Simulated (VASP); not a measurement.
# N (P6_3/mmc) in VASP: single point with PBE

Aim: the single point of N with PBE.

Everything below comes from runs of VASP 6.6.1. Logs are shortened: lines on timing, memory, paths and dates and some standing lists are left out, and cuts for length are marked.

## Step 1: The cell of the first run

It takes space group P6_3/mmc (No. 194, hexagonal). The conventional cell has a = 4.167 Å, b = 4.167 Å, c = 7.006 Å, α = 90.00°, β = 90.00°, γ = 120.00°. Within 1.5 Å of N (site symmetry 3m) lie 1 N at 1.11 Å.

## Step 2: Single point, PBE

INCAR

```
  ALGO = Normal
  EDIFF = 1E-6
  ENCUT = 600
  GGA = PE
  GGA_COMPAT = False
  ISIF = 2
  ISMEAR = 0
  LASPH = True
  LCHARG = False
  LREAL = False
  LWAVE = False
  NBANDS = 18
  NELM = 120
  PREC = Accurate
  SIGMA = 0.01
```

KPOINTS

```
k-points
0
Gamma
  3 3 2
```

POSCAR

```
N
1.0
    4.1672328106      0.0000000000      0.0000000000
   -2.0836164053      3.6089294775      0.0000000000
    0.0000000000      0.0000000000      7.0060035100
N
4
Direct
    0.6666666667      0.3333333333      0.6710699600
    0.6666666667      0.3333333333      0.8289300400
    0.3333333333      0.6666666667      0.1710699600
    0.3333333333      0.6666666667      0.3289300400
```

Potentials or basis: VASP PAW PBE potentials, release 64 (N).

Started as:

```
$ cat potpaw_PBE.64/N/POTCAR > POTCAR
$ mpirun -np 1 vasp_std > vasp.out
```

OUTCAR:

```text
EDIFF = 1E-6
   ENCUT = 600
   GGA = PE
   ISIF = 2
   ISMEAR = 0
   LASPH = True
   LREAL = False
   NELM = 120
   PREC = Accurate

 ion  position               nearest neighbor table
   1  0.667  0.333  0.671-   2 1.11
   2  0.667  0.333  0.829-   1 1.11
   3  0.333  0.667  0.171-   4 1.11
   4  0.333  0.667  0.329-   3 1.11

  LATTYP: Found a hexagonal cell.
 ALAT       =     4.1672328106
 C/A-ratio  =     1.6812124084

  Lattice vectors:

 A1 = (   4.1672328106,   0.0000000000,   0.0000000000)
 A2 = (  -2.0836164053,   3.6089294775,   0.0000000000)
 A3 = (   0.0000000000,   0.0000000000,   7.0060035100)

Analysis of symmetry for initial positions (statically):
=====================================================================
 Subroutine PRICEL returns:
 Original cell was already a primitive cell.

 Routine SETGRP: Setting up the symmetry group for a
 hexagonal supercell.

 Subroutine GETGRP returns: Found 24 space group operations
 (whereof 12 operations were pure point group operations)
 out of a pool of 24 trial point group operations.

The static configuration has the point symmetry D_3d.
 The point group associated with its full space group is D_6h.

Analysis of symmetry for dynamics (positions and initial velocities):
=====================================================================
 Subroutine PRICEL returns:
 Original cell was already a primitive cell.

 Routine SETGRP: Setting up the symmetry group for a
 hexagonal supercell.

 Subroutine GETGRP returns: Found 24 space group operations
 (whereof 12 operations were pure point group operations)
 out of a pool of 24 trial point group operations.

The dynamic configuration has the point symmetry D_3d.
 The point group associated with its full space group is D_6h.

 Subroutine INISYM returns: Found 24 space group operations
 (whereof 12 operations are pure point group operations),
 and found     1 'primitive' translations

----------------------------------------------------------------------------------------

                                     Primitive cell

  volume of cell :     105.3650

  direct lattice vectors                    reciprocal lattice vectors
     4.167232811  0.000000000  0.000000000     0.239967395  0.138545240  0.000000000
    -2.083616405  3.608929477  0.000000000     0.000000000  0.277090480  0.000000000
     0.000000000  0.000000000  7.006003510     0.000000000  0.000000000  0.142734727

  length of vectors
     4.167232811  4.167232811  7.006003510     0.277090480  0.277090480  0.142734727

  position of ions in fractional coordinates (direct lattice)
     0.666666667  0.333333333  0.671069960
     0.666666667  0.333333333  0.828930040
     0.333333333  0.666666667  0.171069960
     0.333333333  0.666666667  0.328930040

  ion indices of the primitive-cell ions
   primitive index   ion index
                 1           1
                 2           2
                 3           3
                 4           4

----------------------------------------------------------------------------------------

 KPOINTS: k-points

Automatic generation of k-mesh.
 Grid dimensions read from file:
 generate k-points for:    3    3    2

 Generating k-lattice:

  Cartesian coordinates                     Fractional coordinates (reciprocal lattice)
     0.079989132  0.046181747  0.000000000     0.333333333  0.000000000  0.000000000
     0.000000000  0.092363493  0.000000000     0.000000000  0.333333333  0.000000000
     0.000000000  0.000000000  0.071367364     0.000000000  0.000000000  0.500000000

  Length of vectors
     0.092363493  0.092363493  0.071367364

  Shift w.r.t. Gamma in fractional coordinates (k-lattice)
     0.000000000  0.000000000  0.000000000

 Subroutine IBZKPT returns following result:
 ===========================================

 Found      6 irreducible k-points:

 Following reciprocal coordinates:
            Coordinates               Weight
  0.000000  0.000000  0.000000      1.000000
  0.333333  0.000000  0.000000      6.000000
  0.333333  0.333333  0.000000      2.000000
  0.000000  0.000000  0.500000      1.000000
  0.333333  0.000000  0.500000      6.000000
  0.333333  0.333333  0.500000      2.000000
   k-points           NKPTS =      6   k-points in BZ     NKDIM =      6   number of bands    NBANDS=     18
   number of dos      NEDOS =    301   number of ions     NIONS =      4
   total plane-waves  NPLWV =  72576
   dimension x,y,z NGX =    36 NGY =   36 NGZ =   56
   dimension x,y,z NGXF=    72 NGYF=   72 NGZF=  112
   ions per type =               4
   NGX,Y,Z   is equivalent  to a cutoff of  14.36, 14.36, 13.29 a.u.
   NGXF,Y,Z  is equivalent  to a cutoff of  28.72, 28.72, 26.58 a.u.
 SYSTEM =  unknown system
   PREC   = accura    normal or accurate (medium, high low for compatibility)
   ISTART =      0    job   : 0-new  1-cont  2-samecut
   ICHARG =      2    charge: 1-file 2-atom 10-const
   ISPIN  =      1    spin polarized calculation?
   LNONCOLLINEAR =      F non collinear calculations
   LSORBIT =      F    spin-orbit coupling
   LASPH  =      T    aspherical Exc in radial PAW
   ENCUT  =  600.0 eV  44.10 Ry    6.64 a.u.   8.32  8.32 13.99*2*pi/ulx,y,z
   NELM   =    120;   NELMIN=  2; NELMDL= -5     # of ELM steps
   EDIFF  = 0.1E-05   stopping-criterion for ELM
   LREAL  =      F    real-space projection
   EDIFFG = 0.1E-04   stopping-criterion for IOM
   NSW    =      0    number of steps for IOM
   IBRION =     -1    ionic relax: 0-MD 1-quasi-New 2-CG
   NFREE  =      0    steps in history (QN), initial steepest desc. (CG)
   ISIF   =      2    stress and relaxation
   ISYM   =      2    0-nonsym 1-usesym 2-fastsym
   POTIM  = 0.5000    time-step for ionic-motion
   TEBEG  =    0.0;   TEEND  =   0.0 temperature during run
   PSTRESS=    0.0 pullay stress
   NELECT =      20.0000    total number of electrons
   NUPDOWN=      -1.0000    fix difference up-down
   EMIN   =  10.00;   EMAX   =-10.00  energy-range for DOS
   EFERMI =   0.00;   METHOD = LEGACY
   ISMEAR =     0;   SIGMA  =   0.01  broadening in eV -4-tet -1-fermi 0-gaus
   EFERMI_NEDOS =   21; number of points for ismear=-14 and -15
   IALGO  =     38    algorithm
   IMIX   =      4    mixing-type and parameters
     AMIX     =   0.40;   BMIX     =  1.00
     AMIX_MAG =   1.60;   BMIX_MAG =  1.00
  volume/ion in A,a.u.               =      26.34       177.76
  Fermi-wavevector in a.u.,A,eV,Ry     =   0.940848  1.777944 12.043801  0.885194
  Thomas-Fermi vector in A             =   2.068300
   LORBIT       =      0    0 simple, 1 ext, 2 COOP (PROOUT), +10 PAW based schemes
   GGA     = PE    functional components
   LHFCALC =     F    Hartree Fock is set to
   AEXX    =    0.0000 exact exchange contribution
   IVDW    =     0    specifies the selected vdW correction
   LEPSILON=     F    determine dielectric tensor
   LRPA    =     F    only Hartree local field effects (RPA)
 non-spin polarized calculation
 Gauss-broadening in eV      SIGMA  =   0.01
  energy-cutoff  :      600.00
  volume of cell :      105.37
 maximum number of plane-waves:      3544
 NGX is ok and might be reduce to    36
   NGX = 17   NGY = 17   NGZ = 27

 number of electron      20.0000005 magnetization

 Free energy of the ion-electron system (eV)
  ---------------------------------------------------
  ext. energy  EPLUGINS =         0.00000000
  ---------------------------------------------------
  free energy    TOTEN  =       -33.33136106 eV

  energy without entropy =      -33.33136106  energy(sigma->0) =      -33.33136106

 E-fermi :  -6.6131     XC(G=0):  -5.8858

 val. band max:       -6.7472154751   @ k =   0.0000   0.0000   0.0000
 cond. band min:       0.2605660744   @ k =   0.3333   0.3333   0.0000
 fundamental gap:      7.0077815495
 Fermi energy:        -6.6130733049

 k-point     1 :       0.0000    0.0000    0.0000
  band No.  band energies     occupation
      1     -25.3125      2.00000
      2     -25.2877      2.00000
      3     -10.9101      2.00000
      4     -10.1802      2.00000
      5      -8.5153      2.00000
      6      -8.5153      2.00000
      7      -8.4179      2.00000
      8      -8.4179      2.00000
      9      -7.8441      2.00000
     10      -6.7472      2.00000
     11       0.9935      0.00000
     12       0.9935      0.00000
     13       1.4616      0.00000
     14       1.4616      0.00000
     15       3.1958      0.00000
     16       3.9403      0.00000
     17       5.7751      0.00000
     18       9.7107      0.00000

 k-point     2 :       0.3333    0.0000    0.0000
  band No.  band energies     occupation
      1     -25.2969      2.00000
      2     -25.2827      2.00000
      3     -10.7146      2.00000
      4     -10.2950      2.00000
      5      -8.7557      2.00000
      6      -8.6620      2.00000
      7      -8.5871      2.00000
      8      -8.4369      2.00000
      9      -7.4445      2.00000
     10      -6.8755      2.00000
     11       0.5347      0.00000
     12       0.7725      0.00000
     13       1.1247      0.00000
     14       1.5449      0.00000
     15       4.0898      0.00000
     16       5.2778      0.00000
     17       6.6968      0.00000
     18       7.3085      0.00000

 k-point     3 :       0.3333    0.3333    0.0000
  band No.  band energies     occupation
      1     -25.2847      2.00000
      2     -25.2847      2.00000
      3     -10.4843      2.00000
      4     -10.4843      2.00000
      5      -8.7667      2.00000
      6      -8.6905      2.00000
      7      -8.6905      2.00000
      8      -8.5476      2.00000
      9      -7.1101      2.00000
     10      -7.1101      2.00000
     11       0.2606      0.00000
     12       0.8983      0.00000
     13       0.8983      0.00000
     14       1.4976      0.00000
     15       4.7591      0.00000
     16       6.1649      0.00000
     17       6.1649      0.00000
     18       7.5725      0.00000

 k-point     4 :       0.0000    0.0000    0.5000
  band No.  band energies     occupation
      1     -25.3002      2.00000
      2     -25.3002      2.00000
      3     -10.6004      2.00000
      4     -10.6004      2.00000
      5      -8.4672      2.00000
      6      -8.4672      2.00000
      7      -8.4672      2.00000
      8      -8.4672      2.00000
      9      -7.2436      2.00000
     10      -7.2436      2.00000
     11       1.2182      0.00000
     12       1.2182      0.00000
     13       1.2182      0.00000
     14       1.2182      0.00000
     15       3.3615      0.00000
     16       3.3615      0.00000
     17       7.8773      0.00000
     18       7.8773      0.00000

 k-point     5 :       0.3333    0.0000    0.5000
  band No.  band energies     occupation
      1     -25.2898      2.00000
      2     -25.2898      2.00000
      3     -10.5351      2.00000
      4     -10.5351      2.00000
      5      -8.6597      2.00000
      6      -8.6597      2.00000
      7      -8.5133      2.00000
      8      -8.5133      2.00000
      9      -7.1874      2.00000
     10      -7.1874      2.00000
     11       0.8364      0.00000
     12       0.8364      0.00000
     13       1.1404      0.00000
     14       1.1404      0.00000
     15       4.5205      0.00000
     16       4.5205      0.00000
     17       7.0368      0.00000
     18       7.0368      0.00000

 k-point     6 :       0.3333    0.3333    0.5000
  band No.  band energies     occupation
      1     -25.2847      2.00000
      2     -25.2847      2.00000
      3     -10.5010      2.00000
      4     -10.5010      2.00000
      5      -8.6600      2.00000
      6      -8.6600      2.00000
      7      -8.6301      2.00000
      8      -8.6301      2.00000
      9      -7.1633      2.00000
     10      -7.1633      2.00000
     11       0.8096      0.00000
     12       0.8096      0.00000
     13       0.9374      0.00000
     14       0.9374      0.00000
     15       5.7932      0.00000
     16       5.7932      0.00000
     17       5.9463      0.00000
     18       5.9463      0.00000

------------------------ aborting loop because EDIFF is reached ----------------------------------------

  FORCE on cell =-STRESS in cart. coord.  units (eV):
  Direction    XX          YY          ZZ          XY          YZ          ZX
  --------------------------------------------------------------------------------------
  -------------------------------------------------------------------------------------
  Total        0.0656747      0.0656747      2.3588366      0.0000000     -0.0000000     -0.0000000
  in kB        0.9986477      0.9986477     35.8683935      0.0000000     -0.0000000     -0.0000000
  external PRESSURE =      12.6218963 kB  Pullay stress =       0.0000000 kB

 VOLUME and BASIS-vectors are now :
 -----------------------------------------------------------------------------
  energy-cutoff  :      600.00
  volume of cell :      105.37
      direct lattice vectors                 reciprocal lattice vectors
     4.167232811  0.000000000  0.000000000     0.239967395  0.138545240  0.000000000
    -2.083616405  3.608929477  0.000000000     0.000000000  0.277090480  0.000000000
     0.000000000  0.000000000  7.006003510     0.000000000  0.000000000  0.142734727

 POSITION                                       TOTAL-FORCE (eV/Angst)
 -----------------------------------------------------------------------------------
      2.08362      1.20298      4.70152         0.000000      0.000000     -1.035248
      2.08362      1.20298      5.80749        -0.000000      0.000000      1.035248
     -0.00000      2.40595      1.19852         0.000000     -0.000000     -1.035248
     -0.00000      2.40595      2.30449        -0.000000     -0.000000      1.035248
 -----------------------------------------------------------------------------------
    total drift:                               -0.000000      0.000000      0.000000

  FREE ENERGIE OF THE ION-ELECTRON SYSTEM (eV)
  ---------------------------------------------------
  free  energy   TOTEN  =       -33.3313610641 eV

  energy  without entropy=      -33.3313610641  energy(sigma->0) =      -33.33136106
```

Run time: 13 s. Hardware: 1 thread of Intel Xeon Platinum 8559C (Emerald Rapids), shared host; peak memory 0.22 GiB.

What came out:

```
Free energy            : -33.3314 eV
Pressure               : 1.3 GPa
Largest force          : 1.035 eV/Å
Band gap on the k mesh : 7.01 eV, indirect (least direct gap 7.37 eV)
```

Forces in eV/Å, atoms in the order of the input:
```
N    0.000  0.000 -1.035
N    0.000  0.000  1.035
N    0.000  0.000 -1.035
N    0.000  0.000  1.035
```

Levels at points of the mesh, in eV from the valence-band top:
| k point | band 8 | band 9 | band 10 | band 11 | band 12 | band 13 |
| --- | --- | --- | --- | --- | --- | --- |
| (0.00, 0.00, 0.00) | -1.67 | -1.10 | 0.00 | 7.74 | 7.74 | 8.21 |
| (0.00, 0.00, 0.50) | -1.72 | -0.50 | -0.50 | 7.97 | 7.97 | 7.97 |

Caveat: the k points lie up to 0.58 Å⁻¹ apart; the standard files for N, O and F lose accuracy on very short bonds; forces of over 1 eV/Å act on the atoms, so gaps and moduli don't describe the material at rest.
